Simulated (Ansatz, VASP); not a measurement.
## FeNi2 in VASP and in Ansatz

```
Fe Ni
1.0
     0.00000    2.48169    2.48169
     2.48169    0.00000    2.48169
     2.48169    2.48169    0.00000
Fe Ni
1 2
Direct
  0.00000 0.00000 0.00000
  0.25000 0.25000 0.25000
  0.75000 0.75000 0.75000
```

Alike in both runs: task single point; functional PBE; k mesh 6 × 6 × 6; occupations gaussian, width 0.1 eV; collinear spin.

|  | VASP | Ansatz |
| --- | --- | --- |
| version | VASP 6.6.1 | Ansatz 0.2.0 |
| potentials or method | VASP PAW PBE potentials, release 64 (Fe, Ni), cutoff 520 eV | scalar-relativistic, plane waves, PAW |
| valence electrons in the cell | 28 | 52 |

```tsv
	VASP	Ansatz	Ansatz less VASP
gap on the k mesh at the Fermi level (eV)	none	none	-
net moment per atom (μB)	1.29	1.29	0.000
size of the moment on the site where the two differ most (μB)	0.70	0.78	+0.075
```

Site moments also hang on the region over which each program counts them. A gap of «none» marks a metal or a gap that the smearing closes. VASP's potentials hold 28 valence electrons a cell and Ansatz's 52, so a difference there can come from the potentials and not from the codes.

The k mesh is coarse, so the values compare programs but aren't converged.
